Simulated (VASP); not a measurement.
# Ni (P6/mmm) in VASP: a series of runs, part 2 of 2

VASP 6.6.1. The steps go on from the part before.

## (4) Single point, PBE, collinear spin, ferromagnetic start

This run uses another cell than the first one, of 7.11 Å³/atom, 1.200 times its volume.

INCAR

```
PREC = Accurate
ENCUT = 590
EDIFF = 1E-6
ISMEAR = -1
SIGMA = 0.1
LREAL = False
LASPH = True
NELM = 200
ALGO = Normal
ISIF = 2
LWAVE = False
LCHARG = False
ISPIN = 2
MAGMOM = 1
LORBIT = 11
LMAXMIX = 4
GGA = PE
NBANDS = 19
GGA_COMPAT = False
```

KPOINTS

```
Automatic mesh
0
Gamma
  18 18 17
```

POSCAR

```
Ni
1.0
    2.0482367602      0.0000000000      0.0000000000
   -1.0241183801      1.7738250673      0.0000000000
    0.0000000000      0.0000000000      1.9580463781
Ni
1
Direct
    0.0000000000      0.0000000000      0.0000000000
```

Potentials or basis: VASP PAW PBE potentials, release 64 (Ni_sv_GW).

Command:

```bash
cat potpaw_PBE.64/Ni_sv_GW/POTCAR > POTCAR
mpirun -np 1 vasp_std > vasp.out
```

OUTCAR:

```text
PREC = Accurate
   ENCUT = 590
   EDIFF = 1E-6
   ISMEAR = -1
   LREAL = False
   LASPH = True
   NELM = 200
   ISIF = 2
   ISPIN = 2
   LORBIT = 11
   GGA = PE

 ion  position               nearest neighbor table
   1  0.000  0.000  0.000-

  LATTYP: Found a hexagonal cell.
 ALAT       =     2.0482367602
 C/A-ratio  =     0.9559668180

  Lattice vectors:

 A1 = (   2.0482367602,   0.0000000000,   0.0000000000)
 A2 = (  -1.0241183801,   1.7738250673,   0.0000000000)
 A3 = (   0.0000000000,   0.0000000000,   1.9580463781)

Analysis of symmetry for initial positions (statically):
=====================================================================
 Subroutine PRICEL returns:
 Original cell was already a primitive cell.

 Routine SETGRP: Setting up the symmetry group for a
 hexagonal supercell.

 Subroutine GETGRP returns: Found 24 space group operations
 (whereof 24 operations were pure point group operations)
 out of a pool of 24 trial point group operations.

The static configuration has the point symmetry D_6h.

Analysis of symmetry for dynamics (positions and initial velocities):
=====================================================================
 Subroutine PRICEL returns:
 Original cell was already a primitive cell.

 Routine SETGRP: Setting up the symmetry group for a
 hexagonal supercell.

 Subroutine GETGRP returns: Found 24 space group operations
 (whereof 24 operations were pure point group operations)
 out of a pool of 24 trial point group operations.

The dynamic configuration has the point symmetry D_6h.

Analysis of structural, dynamic, and magnetic symmetry:
=====================================================================
 Subroutine PRICEL returns:
 Original cell was already a primitive cell.

 Routine SETGRP: Setting up the symmetry group for a
 hexagonal supercell.

 Subroutine GETGRP returns: Found 24 space group operations
[... 126 lines left out ...]
   GGA     = PE    functional components
   LHFCALC =     F    Hartree Fock is set to
   AEXX    =    0.0000 exact exchange contribution
   IVDW    =     0    specifies the selected vdW correction
   LEPSILON=     F    determine dielectric tensor
   LRPA    =     F    only Hartree local field effects (RPA)
 spin polarized calculation
  energy-cutoff  :      590.00
  volume of cell :        7.11
 maximum number of plane-waves:       242
   NGX =  9   NGY =  9   NGZ =  7

 number of electron      18.0000001 magnetization       0.1332008

 number of electron      18.0000001 magnetization      -0.0005409

 Free energy of the ion-electron system (eV)
  ---------------------------------------------------
  ext. energy  EPLUGINS =         0.00000000
  ---------------------------------------------------
  free energy    TOTEN  =        -3.47207240 eV

  energy without entropy =       -3.43562816  energy(sigma->0) =       -3.45385028

 E-fermi :  14.5362     XC(G=0): -16.7819

 val. band max:       14.5330487733   @ k =   0.1667   0.0556   0.0588
 cond. band min:      14.5390180324   @ k =   0.3333   0.0000   0.2353
 fundamental gap:      0.0059692591
 Fermi energy:        14.5361640823

 spin component 1

 k-point     1 :       0.0000    0.0000    0.0000
  band No.  band energies     occupation
      1     -89.9023      1.00000
      2     -49.6510      1.00000
      3     -49.6510      1.00000
      4     -49.4710      1.00000
      5       2.2452      1.00000
      6       7.7125      1.00000
[... 517 lines left out ...]
     18      65.3609      0.00000
     19      72.6041      0.00000

 [... further k-points ...]

 spin component 2

 k-point     1 :       0.0000    0.0000    0.0000
  band No.  band energies     occupation
      1     -89.9024      1.00000
      2     -49.6509      1.00000
      3     -49.6509      1.00000
      4     -49.4716      1.00000
      5       2.2442      1.00000
      6       7.7119      1.00000
[... 517 lines left out ...]
     18      65.3602      0.00000
     19      72.6029      0.00000

 [... further k-points ...]
[... 5 lines left out ...]
  --------------------------------------------------------------------------------------
  -------------------------------------------------------------------------------------
  Total       12.2245469     12.2245469     12.2501273     -0.0000000      0.0000000      0.0000000
  in kB     2753.1472266   2753.1472266   2758.9083031     -0.0000000      0.0000000      0.0000000
  external PRESSURE =    2755.0675854 kB  Pullay stress =       0.0000000 kB

 VOLUME and BASIS-vectors are now :
 -----------------------------------------------------------------------------
  energy-cutoff  :      590.00
  volume of cell :        7.11
      direct lattice vectors                 reciprocal lattice vectors
     2.048236760  0.000000000  0.000000000     0.488224808  0.281876725  0.000000000
    -1.024118380  1.773825067  0.000000000     0.000000000  0.563753449  0.000000000
     0.000000000  0.000000000  1.958046378     0.000000000  0.000000000  0.510713133

 POSITION                                       TOTAL-FORCE (eV/Angst)
 -----------------------------------------------------------------------------------
      0.00000      0.00000      0.00000         0.000000      0.000000      0.000000
 -----------------------------------------------------------------------------------
    total drift:                               -0.000000     -0.000000      0.000000

  FREE ENERGIE OF THE ION-ELECTRON SYSTEM (eV)
  ---------------------------------------------------
  free  energy   TOTEN  =        -3.4720724019 eV

  energy  without entropy=       -3.4356281587  energy(sigma->0) =       -3.45385028

 total charge

# of ion       s       p       d       f       tot
--------------------------------------------------
    1        2.381   6.628   8.074   0.029  17.113

 magnetization (x)

# of ion       s       p       d       f       tot
--------------------------------------------------
    1       -0.000  -0.000   0.000  -0.000   0.000
```

Wall time 81 s (1 thread of Intel Xeon Platinum 8259CL at 2.50GHz (Skylake/Cascade Lake), shared host); peak memory 0.21 GiB.

Results:

```yaml
Free_energy: -3.4721 eV
Pressure: 275.5 GPa
Band_gap_on_the_k_mesh: zero (filled and empty bands overlap)
Net_moment: 0.00 μB per cell
Valence_electrons_inside_the_program's_atomic_spheres: Ni 17.11
```

## (5) Single point, PBE, collinear spin, ferromagnetic start

This run uses another cell than the first one, of 10.67 Å³/atom, 1.800 times its volume.

INCAR

```
PREC = Accurate ; ENCUT = 590
EDIFF = 1E-6 ; ISMEAR = -1
SIGMA = 0.1 ; LREAL = False
LASPH = True ; NELM = 200
ALGO = Normal ; ISIF = 2
LWAVE = False ; LCHARG = False
ISPIN = 2 ; MAGMOM = 1
LORBIT = 11 ; LMAXMIX = 4
GGA = PE ; NBANDS = 19
GGA_COMPAT = False
```

KPOINTS is that of step 4.

POSCAR

```
Ni
1.0
    2.3334610337      0.0000000000      0.0000000000
   -1.1667305169      2.0208365339      0.0000000000
    0.0000000000      0.0000000000      2.2629420873
Ni
1
Direct
    0.0000000000      0.0000000000      0.0000000000
```

Command:

```bash
cat potpaw_PBE.64/Ni_sv_GW/POTCAR > POTCAR
mpirun -np 1 vasp_std > vasp.out
```

Run time: 94 s. Hardware: 1 thread of Intel Xeon 6975P-C (Granite Rapids), shared host; peak memory 0.25 GiB.

Results (log left out):

```yaml
Free_energy: -5.9671 eV
Pressure: 17.1 GPa
Net_moment: 0.15 μB per cell
Site_moments: Ni +0.16 μB
Valence_electrons_inside_the_program's_atomic_spheres: Ni 16.45
```

Stress tensor (GPa, compression positive):
```
17.06  0.00  0.00
 0.00 17.06  0.00
 0.00  0.00 17.28
```

Levels at points of the mesh, in eV from the Fermi level:
Spin up:
| k point | band 6 | band 7 | band 8 | band 9 | band 10 | band 11 | band 12 | band 13 |
| --- | --- | --- | --- | --- | --- | --- | --- | --- |
| (0.00, 0.00, 0.00) | -3.92 | -2.13 | -2.13 | 0.01 | 0.01 | 19.85 | 24.32 | 25.14 |
| (0.50, 0.00, 0.00) | -3.25 | -1.32 | -0.33 | -0.26 | 0.17 | 6.14 | 18.12 | 23.98 |
Spin down:
```csv
k point,band 7,band 8,band 9,band 10,band 11,band 12
"(0.00, 0.00, 0.00)",-1.98,-1.98,0.20,0.20,19.86,24.29
"(0.50, 0.00, 0.00)",-1.15,-0.34,-0.07,0.35,6.23,18.13
```

## (6) Single point, PBE, collinear spin, ferromagnetic start

This run uses another cell than the first one, of 11.86 Å³/atom, 2.000 times its volume.

INCAR

```
ALGO = Normal
EDIFF = 1E-6
ENCUT = 590
GGA = PE
GGA_COMPAT = F
ISIF = 2
ISMEAR = -1
ISPIN = 2
LASPH = T
LCHARG = F
LMAXMIX = 4
LORBIT = 11
LREAL = F
LWAVE = F
MAGMOM = 1
NBANDS = 19
NELM = 200
PREC = Accurate
SIGMA = 0.1
```

KPOINTS

```
k-points
0
Gamma
  18 18 17
```

POSCAR

```
Ni
1.0
    2.4129102046      0.0000000000      0.0000000000
   -1.2064551023      2.0896415342      0.0000000000
    0.0000000000      0.0000000000      2.3515256274
Ni
1
Direct
    0.0000000000      0.0000000000      0.0000000000
```

Potentials or basis: VASP PAW PBE potentials, release 64 (Ni_sv_GW).

Command:

```bash
cat potpaw_PBE.64/Ni_sv_GW/POTCAR > POTCAR
mpirun -np 1 vasp_std > vasp.out
```

It took 76 s on 1 thread of Intel Xeon 6975P-C (Granite Rapids), shared host; peak memory 0.27 GiB.

It converged, with:

```
Free energy                                           : -6.0396 eV
Pressure                                              : -3.9 GPa
Net moment                                            : 0.50 μB per cell
Site moments                                          : Ni +0.52 μB
Valence electrons inside the program's atomic spheres : Ni 16.35
```

Stress tensor (GPa, compression positive):
```
-3.92  0.00  0.00
 0.00 -3.92  0.00
 0.00  0.00 -3.81
```

Levels at points of the mesh, in eV from the Fermi level:
Spin up:
```csv
k point,band 7,band 8,band 9,band 10,band 11,band 12
"(0.00, 0.00, 0.00)",-2.10,-2.10,-0.29,-0.29,18.38,23.28
"(0.50, 0.00, 0.00)",-1.42,-0.51,-0.14,-0.14,5.30,17.00
```
Spin down:
| k point | band 6 | band 7 | band 8 | band 9 | band 10 | band 11 | band 12 | band 13 |
| --- | --- | --- | --- | --- | --- | --- | --- | --- |
| (0.00, 0.00, 0.00) | -3.17 | -1.56 | -1.56 | 0.29 | 0.29 | 18.41 | 23.39 | 23.39 |
| (0.50, 0.00, 0.00) | -2.60 | -0.89 | -0.17 | 0.05 | 0.47 | 5.61 | 17.04 | 22.46 |

## (7) The runs side by side

| cell | gap on the mesh (eV) | pressure (GPa) | moment (μB) |
| --- | --- | --- | --- |
| a = 1.930, b = 1.930, c = 1.838 Å, angles 90.0, 90.0, 120.0°, 1 atom | none | 577.7 | 0.00 |
| a = 2.048, b = 2.048, c = 1.958 Å, angles 90.0, 90.0, 120.0°, 1 atom | none | 275.5 | 0.00 |
| a = 2.333, b = 2.333, c = 2.263 Å, angles 90.0, 90.0, 120.0°, 1 atom | none | 17.1 | 0.15 |
| a = 2.413, b = 2.413, c = 2.352 Å, angles 90.0, 90.0, 120.0°, 1 atom | none | -3.9 | 0.50 |

Alike in all rows: task single point; level PBE; potentials or basis VASP PAW PBE potentials, release 64 (Ni_sv_GW); spin collinear, ferromagnetic start; k mesh 18 × 18 × 17; cutoff (eV) 590; smearing fermi-dirac 0.1 eV.

Total energies depend on the potentials used, so only differences within one code and one set of settings carry meaning.
